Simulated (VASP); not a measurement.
Here is a VASP 6.6.1 calculation.

File INCAR:

```
SYSTEM = Li
  PREC = Accurate
  ENCUT = 520
  EDIFF = 1E-6
  ISMEAR = -1
  SIGMA = 0.1
  LREAL = .False.
  LASPH = .True.
  NELM = 100
  ALGO = Normal
  ISIF = 2
  LWAVE = .False.
  LCHARG = .True.
  GGA = RE
  LELF = .True.
  LVHAR = .True.
  NBANDS = 12
```

The input KPOINTS:

```
Automatic mesh
0
Gamma
  8 8 12
  0 0 0
```

POSCAR

```
Li
1.0
    5.0003287299      0.0000000000      0.0000000000
   -2.5001643649      4.3304117074      0.0000000000
    0.0000000000      0.0000000000      2.9336315798
Li
3
Direct
    0.0000000000      0.0000000000      1.0000000000
    0.3333333333      0.6666666667      0.5000000000
    0.6666666667      0.3333333333      0.5000000000
```

Potentials or basis: VASP PAW PBE potentials, release 64 (Li_sv).

Command:

```bash
$ cat potpaw_PBE.64/Li_sv/POTCAR > POTCAR
$ mpirun -np 1 vasp_std > vasp.out
```

**Question.** Estimate the band gap on the k mesh.

**Answer.** Zero (an odd number of electrons rules out a gap without spin polarisation).
